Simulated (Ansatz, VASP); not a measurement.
# TiAl3: VASP beside Ansatz

The input INCAR:

```
PREC     = Accurate       # precision mode
ENCUT    = 520            # plane-wave cutoff, eV
EDIFF    = 1E-7           # SCF threshold, eV
ISMEAR   = 0              # smearing method
SIGMA    = 0.1            # smearing width, eV
LREAL    = F              # projectors in reciprocal space
LASPH    = T              # aspherical terms in the spheres
NELM     = 100            # most SCF steps
ALGO     = Fast           # electronic algorithm
ISIF     = 2              # what is computed and relaxed
LWAVE    = F              # write WAVECAR
LCHARG   = F              # write CHGCAR
GGA      = PS             # functional
NBANDS   = 18             # bands
```

The input KPOINTS:

```
regular mesh
0
Gamma
  14 8 8
```

Contents of POSCAR:

```
TiAl3
1.0
    2.8396770000      0.0000000000      0.0000000000
    0.0000000000      4.6812640000      0.0000000000
    0.0000000000      0.0000000000      4.9007420000
Ti Al
1 3
Direct
    0.0000000000      0.5000000000      0.1659160000
    0.5000000000      0.5000000000      0.6672710000
    0.5000000000      0.0000000000      0.3309120000
    0.0000000000      0.0000000000      0.8359000000
```

Input for Ansatz:

```yaml
crystal:
  lattice:
    - [2.839677, 0.0, 0.0]
    - [0.0, 4.681264, 0.0]
    - [0.0, 0.0, 4.900742]
  atoms:
    - { symbol: Ti, position: [0.0, 0.5, 0.165916] }
    - { symbol: Al, position: [0.5, 0.5, 0.667271] }
    - { symbol: Al, position: [0.5, 0.0, 0.330912] }
    - { symbol: Al, position: [0.0, 0.0, 0.8359] }
basis:
  ecutwfc: 420
kpoints:
  mp_grid: { grid: [14, 8, 8] }
hamiltonian:
  xc: pbesol
scf:
  occupations: { method: gaussian, width: 0.1 }
output:
  forces: true
  stress: true
  eigenvalues: true
```

Alike in both runs: task single point; functional PBEsol; k mesh 14 × 8 × 8; occupations gaussian, width 0.1 eV; no spin polarisation.

```csv
,VASP,Ansatz
version,VASP 6.6.1,Ansatz 0.2.0
potentials or method,"VASP PAW PBE potentials, release 64 (Ti_sv, Al), cutoff 520 eV","scalar-relativistic, plane waves, PAW"
valence electrons in the cell,21,21
```

|  | VASP | Ansatz | Ansatz less VASP |
| --- | --- | --- | --- |
| gap on the k mesh at the Fermi level (eV) | none | none | - |
| pressure (GPa) | -2.4 | -2.5 | -0.06 |
| traceless stress, the component that is largest in VASP (GPa) | -1.11 | -1.10 | +0.011 |
| rms of the force components (eV/Å) | 0.021 | 0.022 | +0.0005 |

VASP's potentials were made for PBE, not for PBEsol. Atom by atom the forces differ by 0.001 eV/Å (rms over components). A gap of «none» marks a metal or a gap that the smearing closes.
